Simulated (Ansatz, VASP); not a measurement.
Mo: VASP beside Ansatz

```xyz
1
Lattice="0.0000 1.9804 1.9804 1.9804 0.0000 1.9804 1.9804 1.9804 0.0000" Properties=species:S:1:pos:R:3 pbc="T T T"
Mo    0.0000    0.0000    0.0000
```

Alike in both runs: functional PBEsol; k mesh 18 × 18 × 18; occupations gaussian, width 0.1 eV; no spin polarisation.

Ansatz relaxed the structure, and its values are those at the end. VASP's run is a single point on that final structure, the one shown.

|  | VASP | Ansatz |
| --- | --- | --- |
| version | VASP 6.6.1 | Ansatz 0.2.0 |
| potentials or method | VASP PAW PBE potentials, release 64 (Mo_sv), cutoff 520 eV | scalar-relativistic, plane waves, PAW |
| valence electrons in the cell | 14 | 14 |

|  | VASP | Ansatz | Ansatz less VASP |
| --- | --- | --- | --- |
| gap on the k mesh at the Fermi level (eV) | none | none | - |
| pressure (GPa) | 0.5 | 0.0 | -0.51 |

VASP's potentials were made for PBE, not for PBEsol. A gap of «none» marks a metal or a gap that the smearing closes.
